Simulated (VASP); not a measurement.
# As2Se (P6/mmm) in VASP: single point with PBE

Aim: the single point of As2Se with PBE.

Everything below comes from runs of VASP 6.6.1. Logs are shortened: lines on timing, memory, paths and dates and some standing lists are left out, and cuts for length are marked.

**1. The cell of the first run**

The structure is hexagonal, space group P6/mmm (No. 191). Conventional cell: a = 4.572 Å, b = 4.572 Å, c = 3.416 Å, α = 90.00°, β = 90.00°, γ = 120.00°. As (site symmetry -6m2) has 5 As at 2.64 to 3.42 Å and 6 Se at 3.14 Å within 3.5 Å. Within 4.1 Å of Se (site symmetry 6/mmm) lie 12 As at 3.14 Å and 2 Se at 3.42 Å.

The cell was built from a structure type or drawn by symmetry, and may not be a known phase.

**2. Single point, PBE**

INCAR

```
SYSTEM = As2Se
PREC = Accurate
ENCUT = 500
EDIFF = 1E-6
ISMEAR = 0
SIGMA = 0.2
LREAL = .FALSE.
LASPH = .TRUE.
NELM = 120
ALGO = Normal
ISIF = 2
LWAVE = .FALSE.
LCHARG = .FALSE.
GGA = PE
NBANDS = 15
GGA_COMPAT = .FALSE.
```

KPOINTS

```
regular mesh
0
G
  5 5 6
  0 0 0
```

POSCAR

```
As2Se
1.0
    4.5717465172      0.0000000000      0.0000000000
   -2.2858732586      3.9592486235      0.0000000000
    0.0000000000      0.0000000000      3.4159612784
As Se
2 1
Direct
    0.3333333333      0.6666666667      0.5000000000
    0.6666666667      0.3333333333      0.5000000000
    0.0000000000      0.0000000000      0.0000000000
```

Potentials or basis: VASP PAW PBE potentials, release 64 (As, Se).

Started as:

```sh
$ cat potpaw_PBE.64/As/POTCAR potpaw_PBE.64/Se/POTCAR > POTCAR
$ mpirun -np 1 vasp_std > vasp.out
```

OUTCAR:

```text
SYSTEM = As2Se
   PREC = Accurate
   ENCUT = 500
   EDIFF = 1E-6
   ISMEAR = 0
   LREAL = .FALSE.
   LASPH = .TRUE.
   NELM = 120
   ISIF = 2
   GGA = PE

 ion  position               nearest neighbor table
   1  0.333  0.667  0.500-   2 2.64   2 2.64   2 2.64
   2  0.667  0.333  0.500-   1 2.64   1 2.64   1 2.64
   3  0.000  0.000  0.000-

  LATTYP: Found a hexagonal cell.
 ALAT       =     4.5717465172
 C/A-ratio  =     0.7471895621

  Lattice vectors:

 A1 = (   4.5717465172,   0.0000000000,   0.0000000000)
 A2 = (  -2.2858732586,   3.9592486235,   0.0000000000)
 A3 = (   0.0000000000,   0.0000000000,   3.4159612784)

Analysis of symmetry for initial positions (statically):
=====================================================================
 Subroutine PRICEL returns:
 Original cell was already a primitive cell.

 Routine SETGRP: Setting up the symmetry group for a
 hexagonal supercell.

 Subroutine GETGRP returns: Found 24 space group operations
 (whereof 24 operations were pure point group operations)
 out of a pool of 24 trial point group operations.

The static configuration has the point symmetry D_6h.

Analysis of symmetry for dynamics (positions and initial velocities):
=====================================================================
 Subroutine PRICEL returns:
 Original cell was already a primitive cell.

 Routine SETGRP: Setting up the symmetry group for a
 hexagonal supercell.

 Subroutine GETGRP returns: Found 24 space group operations
 (whereof 24 operations were pure point group operations)
 out of a pool of 24 trial point group operations.

The dynamic configuration has the point symmetry D_6h.

 Subroutine INISYM returns: Found 24 space group operations
 (whereof 24 operations are pure point group operations),
 and found     1 'primitive' translations

----------------------------------------------------------------------------------------

                                     Primitive cell

  volume of cell :      61.8312

  direct lattice vectors                    reciprocal lattice vectors
     4.571746517  0.000000000  0.000000000     0.218734787  0.126286588  0.000000000
    -2.285873259  3.959248624  0.000000000     0.000000000  0.252573176  0.000000000
     0.000000000  0.000000000  3.415961278     0.000000000  0.000000000  0.292743365

  length of vectors
     4.571746517  4.571746517  3.415961278     0.252573176  0.252573176  0.292743365

  position of ions in fractional coordinates (direct lattice)
     0.333333333  0.666666667  0.500000000
     0.666666667  0.333333333  0.500000000
     0.000000000  0.000000000  0.000000000

  ion indices of the primitive-cell ions
   primitive index   ion index
                 1           1
                 2           2
                 3           3

----------------------------------------------------------------------------------------

 KPOINTS: regular mesh

Automatic generation of k-mesh.
 Grid dimensions read from file:
 generate k-points for:    5    5    6

 Generating k-lattice:

  Cartesian coordinates                     Fractional coordinates (reciprocal lattice)
     0.043746957  0.025257318  0.000000000     0.200000000 -0.000000000  0.000000000
     0.000000000  0.050514635  0.000000000     0.000000000  0.200000000  0.000000000
     0.000000000  0.000000000  0.048790561     0.000000000  0.000000000  0.166666667

  Length of vectors
     0.050514635  0.050514635  0.048790561

  Shift w.r.t. Gamma in fractional coordinates (k-lattice)
     0.000000000  0.000000000  0.000000000

 Subroutine IBZKPT returns following result:
 ===========================================

 Found     20 irreducible k-points:

 Following reciprocal coordinates:
            Coordinates               Weight
  0.000000  0.000000  0.000000      1.000000
  0.200000 -0.000000  0.000000      6.000000
  0.400000 -0.000000  0.000000      6.000000
  0.200000  0.200000  0.000000      6.000000
  0.400000  0.200000  0.000000      6.000000
  0.000000  0.000000  0.166667      2.000000
[... 12 lines left out ...]
  0.200000  0.200000  0.500000      6.000000
  0.400000  0.200000  0.500000      6.000000
   k-points           NKPTS =     20   k-points in BZ     NKDIM =     20   number of bands    NBANDS=     15
   number of dos      NEDOS =    301   number of ions     NIONS =      3
   total plane-waves  NPLWV =  36288
   dimension x,y,z NGX =    36 NGY =   36 NGZ =   28
   dimension x,y,z NGXF=    72 NGYF=   72 NGZF=   56
   ions per type =               2   1
   NGX,Y,Z   is equivalent  to a cutoff of  13.09, 13.09, 13.63 a.u.
   NGXF,Y,Z  is equivalent  to a cutoff of  26.18, 26.18, 27.25 a.u.
 SYSTEM =  As2Se
   PREC   = accura    normal or accurate (medium, high low for compatibility)
   ISTART =      0    job   : 0-new  1-cont  2-samecut
   ICHARG =      2    charge: 1-file 2-atom 10-const
   ISPIN  =      1    spin polarized calculation?
   LNONCOLLINEAR =      F non collinear calculations
   LSORBIT =      F    spin-orbit coupling
   LASPH  =      T    aspherical Exc in radial PAW
   ENCUT  =  500.0 eV  36.75 Ry    6.06 a.u.   8.34  8.34  6.23*2*pi/ulx,y,z
   NELM   =    120;   NELMIN=  2; NELMDL= -5     # of ELM steps
   EDIFF  = 0.1E-05   stopping-criterion for ELM
   LREAL  =      F    real-space projection
   EDIFFG = 0.1E-04   stopping-criterion for IOM
   NSW    =      0    number of steps for IOM
   IBRION =     -1    ionic relax: 0-MD 1-quasi-New 2-CG
   NFREE  =      0    steps in history (QN), initial steepest desc. (CG)
   ISIF   =      2    stress and relaxation
   ISYM   =      2    0-nonsym 1-usesym 2-fastsym
   POTIM  = 0.5000    time-step for ionic-motion
   TEBEG  =    0.0;   TEEND  =   0.0 temperature during run
   PSTRESS=    0.0 pullay stress
   NELECT =      16.0000    total number of electrons
   NUPDOWN=      -1.0000    fix difference up-down
   EMIN   =  10.00;   EMAX   =-10.00  energy-range for DOS
   EFERMI =   0.00;   METHOD = LEGACY
   ISMEAR =     0;   SIGMA  =   0.20  broadening in eV -4-tet -1-fermi 0-gaus
   EFERMI_NEDOS =   21; number of points for ismear=-14 and -15
   IALGO  =     38    algorithm
   IMIX   =      4    mixing-type and parameters
     AMIX     =   0.40;   BMIX     =  1.00
     AMIX_MAG =   1.60;   BMIX_MAG =  1.00
  volume/ion in A,a.u.               =      20.61       139.09
  Fermi-wavevector in a.u.,A,eV,Ry     =   1.043227  1.971413 14.807531  1.088323
  Thomas-Fermi vector in A             =   2.177927
   LORBIT       =      0    0 simple, 1 ext, 2 COOP (PROOUT), +10 PAW based schemes
   GGA     = PE    functional components
   LHFCALC =     F    Hartree Fock is set to
   AEXX    =    0.0000 exact exchange contribution
   IVDW    =     0    specifies the selected vdW correction
   LEPSILON=     F    determine dielectric tensor
   LRPA    =     F    only Hartree local field effects (RPA)
 non-spin polarized calculation
 Gauss-broadening in eV      SIGMA  =   0.20
  energy-cutoff  :      500.00
  volume of cell :       61.83
 maximum number of plane-waves:      1587
 NGX is ok and might be reduce to    36
   NGX = 17   NGY = 17   NGZ = 13

 number of electron      15.9999999 magnetization

 Free energy of the ion-electron system (eV)
  ---------------------------------------------------
  ext. energy  EPLUGINS =         0.00000000
  ---------------------------------------------------
  free energy    TOTEN  =       -11.53609197 eV

  energy without entropy =      -11.48301326  energy(sigma->0) =      -11.50955261

 E-fermi :   5.5543     XC(G=0): -10.3997

 val. band max:        5.5380825502   @ k =   0.4000  -0.0000   0.0000
 cond. band min:       5.6017666419   @ k =   0.4000   0.2000   0.1667
 fundamental gap:      0.0636840917
 Fermi energy:         5.5542811006

 k-point     1 :       0.0000    0.0000    0.0000
  band No.  band energies     occupation
      1      -9.6778      2.00000
      2      -5.1359      2.00000
      3      -2.3138      2.00000
      4       1.4782      2.00000
      5       1.4782      2.00000
      6       1.7947      2.00000
      7       1.7947      2.00000
      8       3.3230      2.00000
      9       7.9633      0.00000
     10       9.2521      0.00000
     11       9.4376      0.00000
     12      10.2728      0.00000
     13      10.2728      0.00000
     14      15.8728      0.00000
     15      16.5417      0.00000

 k-point     2 :       0.2000   -0.0000    0.0000
  band No.  band energies     occupation
      1      -9.3522      2.00000
      2      -5.5449      2.00000
      3      -3.4245      2.00000
      4       0.2477      2.00000
      5       1.5199      2.00000
      6       3.5627      2.00000
      7       3.6510      2.00000
      8       4.2391      2.00000
      9       7.4980      0.00000
     10       8.6917      0.00000
     11       8.7953      0.00000
     12       9.9212      0.00000
     13      10.0948      0.00000
     14      15.0057      0.00000
     15      15.4523      0.00000

 k-point     3 :       0.4000   -0.0000    0.0000
  band No.  band energies     occupation
      1      -8.4619      2.00000
      2      -6.6959      2.00000
      3      -4.5151      2.00000
      4      -0.4614      2.00000
      5       3.2771      2.00000
      6       4.5351      2.00000
      7       5.5306      1.13300
      8       5.5381      1.09119
      9       6.3087      0.00000
     10       7.9672      0.00000
     11       7.9936      0.00000
     12       9.0623      0.00000
     13      11.7632      0.00000
     14      13.0283      0.00000
     15      14.6110      0.00000
[... 271 lines left out ...]
 k-point    19 :       0.2000    0.2000    0.5000
  band No.  band energies     occupation
      1      -6.9906      2.00000
      2      -6.5397      2.00000
      3      -3.7607      2.00000
      4      -0.0437      2.00000
      5       0.2769      2.00000
      6       2.0882      2.00000
      7       3.6094      2.00000
      8       4.2149      2.00000
      9       5.2087      1.98546
     10       6.0225      0.00093
     11       8.9648      0.00000
     12       9.3287      0.00000
     13      12.2119      0.00000
     14      14.1595      0.00000
     15      14.7470      0.00000

 k-point    20 :       0.4000    0.2000    0.5000
  band No.  band energies     occupation
      1      -6.8881      2.00000
      2      -5.7454      2.00000
      3      -4.8447      2.00000
      4      -0.7015      2.00000
      5       0.0820      2.00000
      6       1.3362      2.00000
      7       3.6302      2.00000
      8       5.3536      1.84404
      9       6.4078      0.00000
     10       7.1428      0.00000
     11       7.3628      0.00000
     12      11.2244      0.00000
     13      11.9763      0.00000
     14      14.6974      0.00000
     15      16.2089      0.00000

------------------------ aborting loop because EDIFF is reached ----------------------------------------

  FORCE on cell =-STRESS in cart. coord.  units (eV):
  Direction    XX          YY          ZZ          XY          YZ          ZX
  --------------------------------------------------------------------------------------
  -------------------------------------------------------------------------------------
  Total       -0.1623475     -0.1623475      0.1216454      0.0000000     -0.0000000      0.0000000
  in kB       -4.2067650     -4.2067650      3.1520893      0.0000000     -0.0000000      0.0000000
  external PRESSURE =      -1.7538136 kB  Pullay stress =       0.0000000 kB

 VOLUME and BASIS-vectors are now :
 -----------------------------------------------------------------------------
  energy-cutoff  :      500.00
  volume of cell :       61.83
      direct lattice vectors                 reciprocal lattice vectors
     4.571746517  0.000000000  0.000000000     0.218734787  0.126286588  0.000000000
    -2.285873259  3.959248624  0.000000000     0.000000000  0.252573176  0.000000000
     0.000000000  0.000000000  3.415961278     0.000000000  0.000000000  0.292743365

 POSITION                                       TOTAL-FORCE (eV/Angst)
 -----------------------------------------------------------------------------------
     -0.00000      2.63950      1.70798        -0.000000      0.000000      0.000000
      2.28587      1.31975      1.70798         0.000000     -0.000000     -0.000000
      0.00000      0.00000      0.00000         0.000000      0.000000      0.000000
 -----------------------------------------------------------------------------------
    total drift:                               -0.000000      0.000000     -0.000000

  FREE ENERGIE OF THE ION-ELECTRON SYSTEM (eV)
  ---------------------------------------------------
  free  energy   TOTEN  =       -11.5360919715 eV

  energy  without entropy=      -11.4830132551  energy(sigma->0) =      -11.50955261
```

It took 34 s on 1 thread of Intel Xeon 8259CL, shared host; peak memory 0.19 GiB.

What came out:

- Free energy: -11.5361 eV
- Pressure: -0.2 GPa
- Band gap on the k mesh: zero (bands 8 and 9 overlap by 2.67 eV)

Levels at points of the mesh, in eV from the Fermi level:
| k point | band 4 | band 5 | band 6 | band 7 | band 8 | band 9 | band 10 | band 11 | band 12 | band 13 |
| --- | --- | --- | --- | --- | --- | --- | --- | --- | --- | --- |
| (0.00, 0.00, 0.00) | -4.08 | -4.08 | -3.76 | -3.76 | -2.23 | 2.41 | 3.70 | 3.88 | 4.72 | 4.72 |
| (0.00, 0.00, 0.50) | -3.65 | -3.20 | -3.20 | -2.63 | -1.87 | -1.87 | -0.27 | 0.43 | 0.43 | 4.58 |
